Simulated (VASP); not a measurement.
# AgCl (P4/mmm) in VASP: single point with PBE

Aim: the single point of AgCl with PBE.

All numbers are computed with VASP 6.6.1; they aren't measurements. Logs are shortened: lines on timing, memory, paths and dates and some standing lists are left out, and cuts for length are marked.

### Step 1. The cell of the first run

It takes space group P4/mmm (No. 123, tetragonal). The conventional cell has a = 3.225 Å, b = 3.225 Å, c = 3.552 Å, α = 90.00°, β = 90.00°, γ = 90.00°. Ag (site symmetry 4/mmm) has 8 Cl at 2.89 Å and 6 Ag at 3.23 to 3.55 Å within 3.8 Å. Cl (site symmetry 4/mmm) has 8 Ag at 2.89 Å and 6 Cl at 3.23 to 3.55 Å within 3.8 Å.

### Step 2. Single point, PBE (epitaxial xy strain -5.0%)

INCAR

```
SYSTEM = AgCl
  PREC = Accurate
  ENCUT = 630
  EDIFF = 1E-6
  ISMEAR = -1
  SIGMA = 0.02
  LREAL = .False.
  LASPH = .True.
  NELM = 120
  ALGO = Normal
  ISIF = 2
  LWAVE = .False.
  LCHARG = .False.
  GGA = PE
  NBANDS = 20
  GGA_COMPAT = .False.
```

KPOINTS

```
regular mesh
0
Gamma
  8 8 8
  0 0 0
```

POSCAR

```
AgCl
1.0
    3.2254690775      0.0000000000      0.0000000000
    0.0000000000      3.2254690775      0.0000000000
    0.0000000000      0.0000000000      3.5518032843
Ag Cl
1 1
Direct
    0.0000000000      0.0000000000      0.0000000000
    0.5000000000      0.5000000000      0.5000000000
```

Potentials or basis: VASP PAW PBE potentials, release 64 (Ag_sv_GW, Cl).

Command:

```sh
> cat potpaw_PBE.64/Ag_sv_GW/POTCAR potpaw_PBE.64/Cl/POTCAR > POTCAR
> mpirun -np 1 vasp_std > vasp.out
```

OUTCAR:

```text
SYSTEM = AgCl
   PREC = Accurate
   ENCUT = 630
   EDIFF = 1E-6
   ISMEAR = -1
   LREAL = .False.
   LASPH = .True.
   NELM = 120
   ISIF = 2
   GGA = PE

 ion  position               nearest neighbor table
   1  0.000  0.000  0.000-
   2  0.500  0.500  0.500-

  LATTYP: Found a simple tetragonal cell.
 ALAT       =     3.2254690775
 C/A-ratio  =     1.1011741855

  Lattice vectors:

 A1 = (   3.2254690775,   0.0000000000,   0.0000000000)
 A2 = (   0.0000000000,   3.2254690775,   0.0000000000)
 A3 = (   0.0000000000,   0.0000000000,   3.5518032843)

Analysis of symmetry for initial positions (statically):
=====================================================================
 Subroutine PRICEL returns:
 Original cell was already a primitive cell.

 Routine SETGRP: Setting up the symmetry group for a
 simple tetragonal supercell.

 Subroutine GETGRP returns: Found 16 space group operations
 (whereof 16 operations were pure point group operations)
 out of a pool of 16 trial point group operations.

The static configuration has the point symmetry D_4h.

Analysis of symmetry for dynamics (positions and initial velocities):
=====================================================================
 Subroutine PRICEL returns:
 Original cell was already a primitive cell.

 Routine SETGRP: Setting up the symmetry group for a
 simple tetragonal supercell.

 Subroutine GETGRP returns: Found 16 space group operations
 (whereof 16 operations were pure point group operations)
 out of a pool of 16 trial point group operations.

The dynamic configuration has the point symmetry D_4h.

 Subroutine INISYM returns: Found 16 space group operations
 (whereof 16 operations are pure point group operations),
 and found     1 'primitive' translations

----------------------------------------------------------------------------------------

                                     Primitive cell

  volume of cell :      36.9517

  direct lattice vectors                    reciprocal lattice vectors
     3.225469078  0.000000000  0.000000000     0.310032425  0.000000000  0.000000000
     0.000000000  3.225469078  0.000000000     0.000000000  0.310032425  0.000000000
     0.000000000  0.000000000  3.551803284     0.000000000  0.000000000  0.281547124

  length of vectors
     3.225469078  3.225469078  3.551803284     0.310032425  0.310032425  0.281547124

  position of ions in fractional coordinates (direct lattice)
     0.000000000  0.000000000  0.000000000
     0.500000000  0.500000000  0.500000000

  ion indices of the primitive-cell ions
   primitive index   ion index
                 1           1
                 2           2

----------------------------------------------------------------------------------------

 KPOINTS: regular mesh

Automatic generation of k-mesh.
 Grid dimensions read from file:
 generate k-points for:    8    8    8

 Generating k-lattice:

  Cartesian coordinates                     Fractional coordinates (reciprocal lattice)
     0.038754053  0.000000000  0.000000000     0.125000000  0.000000000  0.000000000
     0.000000000  0.038754053  0.000000000     0.000000000  0.125000000  0.000000000
     0.000000000  0.000000000  0.035193391     0.000000000  0.000000000  0.125000000

  Length of vectors
     0.038754053  0.038754053  0.035193391

  Shift w.r.t. Gamma in fractional coordinates (k-lattice)
     0.000000000  0.000000000  0.000000000

 Subroutine IBZKPT returns following result:
 ===========================================

 Found     75 irreducible k-points:

 Following reciprocal coordinates:
            Coordinates               Weight
  0.000000  0.000000  0.000000      1.000000
  0.125000  0.000000  0.000000      4.000000
  0.250000  0.000000  0.000000      4.000000
  0.375000  0.000000  0.000000      4.000000
  0.500000  0.000000  0.000000      2.000000
  0.125000  0.125000  0.000000      4.000000
[... 16 lines left out ...]
  0.375000  0.125000  0.125000     16.000000
  0.500000  0.125000  0.125000      8.000000
 [... further k-points ...]
   k-points           NKPTS =     75   k-points in BZ     NKDIM =     75   number of bands    NBANDS=     20
   number of dos      NEDOS =    301   number of ions     NIONS =      2
   total plane-waves  NPLWV =  23520
   dimension x,y,z NGX =    28 NGY =   28 NGZ =   30
   dimension x,y,z NGXF=    56 NGYF=   56 NGZF=   60
   ions per type =               1   1
   NGX,Y,Z   is equivalent  to a cutoff of  14.43, 14.43, 14.04 a.u.
   NGXF,Y,Z  is equivalent  to a cutoff of  28.86, 28.86, 28.08 a.u.
 SYSTEM =  AgCl
   PREC   = accura    normal or accurate (medium, high low for compatibility)
   ISTART =      0    job   : 0-new  1-cont  2-samecut
   ICHARG =      2    charge: 1-file 2-atom 10-const
   ISPIN  =      1    spin polarized calculation?
   LNONCOLLINEAR =      F non collinear calculations
   LSORBIT =      F    spin-orbit coupling
   LASPH  =      T    aspherical Exc in radial PAW
   ENCUT  =  630.0 eV  46.30 Ry    6.80 a.u.   6.60  6.60  7.27*2*pi/ulx,y,z
   NELM   =    120;   NELMIN=  2; NELMDL= -5     # of ELM steps
   EDIFF  = 0.1E-05   stopping-criterion for ELM
   LREAL  =      F    real-space projection
[... 7 lines left out ...]
   TEBEG  =    0.0;   TEEND  =   0.0 temperature during run
   PSTRESS=    0.0 pullay stress
   NELECT =      26.0000    total number of electrons
   NUPDOWN=      -1.0000    fix difference up-down
   EMIN   =  10.00;   EMAX   =-10.00  energy-range for DOS
   EFERMI =   0.00;   METHOD = LEGACY
   ISMEAR =    -1;   SIGMA  =   0.02  broadening in eV -4-tet -1-fermi 0-gaus
   EFERMI_NEDOS =   21; number of points for ismear=-14 and -15
   IALGO  =     38    algorithm
   IMIX   =      4    mixing-type and parameters
     AMIX     =   0.40;   BMIX     =  1.00
     AMIX_MAG =   1.60;   BMIX_MAG =  1.00
  volume/ion in A,a.u.               =      18.48       124.68
  Fermi-wavevector in a.u.,A,eV,Ry     =   1.456088  2.751608 28.846980  2.120193
  Thomas-Fermi vector in A             =   2.573047
   LORBIT       =      0    0 simple, 1 ext, 2 COOP (PROOUT), +10 PAW based schemes
   GGA     = PE    functional components
   LHFCALC =     F    Hartree Fock is set to
   AEXX    =    0.0000 exact exchange contribution
   IVDW    =     0    specifies the selected vdW correction
   LEPSILON=     F    determine dielectric tensor
   LRPA    =     F    only Hartree local field effects (RPA)
 non-spin polarized calculation
  energy-cutoff  :      630.00
  volume of cell :       36.95
 maximum number of plane-waves:      1352
 NGX is ok and might be reduce to    28
   NGX = 13   NGY = 13   NGZ = 15

 number of electron      26.0000000 magnetization

 Free energy of the ion-electron system (eV)
  ---------------------------------------------------
  ext. energy  EPLUGINS =         0.00000000
  ---------------------------------------------------
  free energy    TOTEN  =        -2.97307947 eV

  energy without entropy =       -2.97307944  energy(sigma->0) =       -2.97307946

 E-fermi :   4.8685     XC(G=0): -11.0191

 val. band max:        4.6278164507   @ k =   0.0000   0.0000   0.5000
 cond. band min:       5.0929984803   @ k =   0.0000   0.0000   0.0000
 fundamental gap:      0.4651820296
 Fermi energy:         4.8685315012

 k-point     1 :       0.0000    0.0000    0.0000
  band No.  band energies     occupation
      1     -85.3395      2.00000
      2     -48.8631      2.00000
      3     -48.8631      2.00000
      4     -48.8367      2.00000
      5     -10.6279      2.00000
      6       1.2805      2.00000
[... 12 lines left out ...]
     19      19.3955      0.00000
     20      20.8892      0.00000

 k-point     2 :       0.1250    0.0000    0.0000
  band No.  band energies     occupation
      1     -85.3393      2.00000
      2     -48.8664      2.00000
      3     -48.8629      2.00000
      4     -48.8365      2.00000
      5     -10.5373      2.00000
      6       1.1697      2.00000
[... 12 lines left out ...]
     19      18.7222      0.00000
     20      20.8118      0.00000

 k-point     3 :       0.2500    0.0000    0.0000
  band No.  band energies     occupation
      1     -85.3389      2.00000
      2     -48.8744      2.00000
      3     -48.8623      2.00000
      4     -48.8358      2.00000
      5     -10.3034      2.00000
      6       0.2203      2.00000
[... 12 lines left out ...]
     19      18.9486      0.00000
     20      20.6266      0.00000

 k-point     4 :       0.3750    0.0000    0.0000
  band No.  band energies     occupation
      1     -85.3385      2.00000
      2     -48.8823      2.00000
      3     -48.8617      2.00000
      4     -48.8352      2.00000
      5     -10.0436      2.00000
      6      -0.7944      2.00000
[... 12 lines left out ...]
     19      20.4440      0.00000
     20      20.7015      0.00000

 k-point     5 :       0.5000    0.0000    0.0000
  band No.  band energies     occupation
      1     -85.3384      2.00000
      2     -48.8857      2.00000
      3     -48.8614      2.00000
      4     -48.8349      2.00000
      5      -9.9266      2.00000
      6      -1.1882      2.00000
[... 12 lines left out ...]
     19      20.3691      0.00000
     20      20.5998      0.00000

 k-point     6 :       0.1250    0.1250    0.0000
  band No.  band energies     occupation
      1     -85.3391      2.00000
      2     -48.8662      2.00000
      3     -48.8661      2.00000
      4     -48.8362      2.00000
      5     -10.4497      2.00000
      6       1.2257      2.00000
[... 12 lines left out ...]
     19      19.0335      0.00000
     20      19.8118      0.00000

 k-point     7 :       0.2500    0.1250    0.0000
  band No.  band energies     occupation
      1     -85.3388      2.00000
      2     -48.8741      2.00000
      3     -48.8656      2.00000
      4     -48.8356      2.00000
      5     -10.2246      2.00000
      6       0.3179      2.00000
[... 12 lines left out ...]
     19      19.1191      0.00000
     20      19.5438      0.00000
[... 277 lines left out ...]
 k-point    20 :       0.5000    0.0000    0.1250
  band No.  band energies     occupation
      1     -85.3384      2.00000
      2     -48.8856      2.00000
      3     -48.8614      2.00000
      4     -48.8358      2.00000
      5      -9.8976      2.00000
      6      -1.0451      2.00000
[... 12 lines left out ...]
     19      20.1143      0.00000
     20      20.8665      0.00000

 k-point    21 :       0.1250    0.1250    0.1250
  band No.  band energies     occupation
      1     -85.3391      2.00000
      2     -48.8661      2.00000
      3     -48.8660      2.00000
      4     -48.8371      2.00000
      5     -10.3976      2.00000
      6       0.9351      2.00000
[... 12 lines left out ...]
     19      17.6806      0.00000
     20      21.8634      0.00000

 k-point    22 :       0.2500    0.1250    0.1250
  band No.  band energies     occupation
      1     -85.3387      2.00000
      2     -48.8741      2.00000
      3     -48.8655      2.00000
      4     -48.8365      2.00000
      5     -10.1800      2.00000
      6       0.3666      2.00000
[... 12 lines left out ...]
     19      18.0713      0.00000
     20      20.9039      0.00000

 k-point    23 :       0.3750    0.1250    0.1250
  band No.  band energies     occupation
      1     -85.3384      2.00000
      2     -48.8820      2.00000
      3     -48.8649      2.00000
      4     -48.8358      2.00000
      5      -9.9403      2.00000
      6      -0.5295      2.00000
[... 12 lines left out ...]
     19      19.0823      0.00000
     20      21.4330      0.00000

 k-point    24 :       0.5000    0.1250    0.1250
  band No.  band energies     occupation
      1     -85.3382      2.00000
      2     -48.8853      2.00000
      3     -48.8646      2.00000
      4     -48.8355      2.00000
      5      -9.8331      2.00000
      6      -0.8878      2.00000
[... 12 lines left out ...]
     19      19.2701      0.00000
     20      21.6233      0.00000

 [... further k-points ...]

------------------------ aborting loop because EDIFF is reached ----------------------------------------

  FORCE on cell =-STRESS in cart. coord.  units (eV):
  Direction    XX          YY          ZZ          XY          YZ          ZX
  --------------------------------------------------------------------------------------
  -------------------------------------------------------------------------------------
  Total        1.5650456      1.5650456      0.4183557      0.0000000      0.0000000      0.0000000
  in kB       67.8582909     67.8582909     18.1393449      0.0000000      0.0000000      0.0000000
  external PRESSURE =      51.2853089 kB  Pullay stress =       0.0000000 kB

 VOLUME and BASIS-vectors are now :
 -----------------------------------------------------------------------------
  energy-cutoff  :      630.00
  volume of cell :       36.95
      direct lattice vectors                 reciprocal lattice vectors
     3.225469078  0.000000000  0.000000000     0.310032425  0.000000000  0.000000000
     0.000000000  3.225469078  0.000000000     0.000000000  0.310032425  0.000000000
     0.000000000  0.000000000  3.551803284     0.000000000  0.000000000  0.281547124

 POSITION                                       TOTAL-FORCE (eV/Angst)
 -----------------------------------------------------------------------------------
      0.00000      0.00000      0.00000         0.000000      0.000000      0.000000
      1.61273      1.61273      1.77590         0.000000      0.000000      0.000000
 -----------------------------------------------------------------------------------
    total drift:                               -0.000000      0.000000     -0.000000

  FREE ENERGIE OF THE ION-ELECTRON SYSTEM (eV)
  ---------------------------------------------------
  free  energy   TOTEN  =        -2.9730794707 eV

  energy  without entropy=       -2.9730794440  energy(sigma->0) =       -2.97307946
```

It took 61 s on 1 thread of AMD EPYC 7R13 (Zen 3), shared host; peak memory 0.2 GiB.

What came out:

* Free energy: -2.9731 eV
* Pressure: 5.1 GPa
* Band gap on the k mesh: 0.47 eV (least direct gap 1.99 eV)

Caveat: the cell differs from its parent crystal (epitaxial xy strain -5.0%); the cell stands under pressure; the structure was generated, so it needn't be the stable form of AgCl; semilocal functionals underestimate gaps, and a narrow one can read as zero. A k mesh can miss the band edges.
